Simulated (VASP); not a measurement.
Here is a VASP 6.6.1 calculation.

INCAR

```
SYSTEM = NaTl12
PREC = Accurate
ENCUT = 400
EDIFF = 1E-6
ISMEAR = -1
SIGMA = 0.15
LREAL = .FALSE.
LASPH = .TRUE.
NELM = 120
ALGO = Normal
ISIF = 2
LWAVE = .FALSE.
LCHARG = .FALSE.
GGA = PE
IVDW = 12
NBANDS = 94
GGA_COMPAT = .FALSE.
```

Contents of KPOINTS:

```
regular mesh
0
G
  3 2 3
  0 0 0
```

The input POSCAR:

```
NaTl12
1.0
    6.9200000000      0.0000000000      0.0000000000
   -5.1900000000      8.9893440000      0.0000000000
    0.0000000000      0.0000000000      5.5325400000
Tl Na
12 1
Direct
    0.0266298663      0.0535411705     -0.0739804864
    0.1829421857      0.1538265751      0.4385869781
    0.0573623347      0.3438626890     -0.0319383140
    0.1731774708      0.5477819071      0.3883388100
   -0.0175758564      0.7286849852      0.0108087786
    0.0564889230      0.8462241516      0.5497113442
    0.6016935920     -0.0259307020      0.0354809906
    0.7669832315      0.2215845784      0.4235667523
    0.6076173338      0.3837209923      0.1090457548
    0.5748407199      0.4781883973      0.5906509488
    0.4497100754      0.6654323163     -0.0280522147
    0.5631268007      0.8390823624      0.5005295940
    0.4801092711      0.1588547507      0.8161893091
```

Potentials or basis: VASP PAW PBE potentials, release 64 (Tl_d, Na_pv).

The run is started by

```bash
$ cat potpaw_PBE.64/Tl_d/POTCAR potpaw_PBE.64/Na_pv/POTCAR > POTCAR
$ mpirun -np 1 vasp_std > vasp.out
```

(1) What does it give for the pressure?

(2) Estimate the dispersion energy per atom.

(3) Estimate the band gap on the k mesh.

(4) What does it give for the largest force?

Results:

(1) 9.1 GPa.

(2) -0.356 eV.

(3) zero (an odd number of electrons rules out a gap without spin polarisation).

(4) 1.853 eV/Å.

Caveat: the k points lie up to 0.38 Å⁻¹ apart, too coarse for converged energies and pressures of a metal; spin-orbit coupling is left out, which moves the levels of the heavy elements.
